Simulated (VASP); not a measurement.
## Pt: single point with LDA

Pt:

```
Pt
1.0
     0.00000    2.89803    2.89803
     2.89803    0.00000    2.89803
     2.89803    2.89803    0.00000
Pt
2
Direct
  0.12500 0.12500 0.12500
  0.87500 0.87500 0.87500
```

This cell differs from its parent crystal: volume scaled by 1.08.

```json
{
  "Program": "VASP 6.6.1",
  "Task": "single point",
  "Functional": "LDA",
  "Potentials or basis": "VASP PAW LDA potentials, release 64 (Pt)",
  "Cutoff": "520 eV",
  "k mesh": "11 × 11 × 11",
  "Occupations": "fermi-dirac, width 0.1 eV",
  "Spin": "no spin polarisation",
  "Dipole correction": "no",
  "Further INCAR settings": "ALGO = Normal; EDIFF = 1e-07; NBANDS = 17"
}
```

| Property | Result |
| --- | --- |
| Pressure | -9.1 GPa |
| Band gap on the k mesh | zero (band 10 reaches 4.85 eV, above the bottom of band 11 at 4.27 eV) |

Levels at points of the mesh, in eV from the Fermi level:
| k point | band 8 | band 9 | band 10 | band 11 | band 12 | band 13 |
| --- | --- | --- | --- | --- | --- | --- |
| (0.00, 0.00, 0.00) | -1.81 | -1.81 | -0.08 | -0.08 | 10.29 | 10.47 |

Wall time 18 s on 1 thread of Intel(R) Xeon(R) 6975P-C (Granite Rapids), on a shared host, peak memory 0.17 GiB.

Caveat: spin-orbit coupling is left out, which moves the levels of the heavy elements.
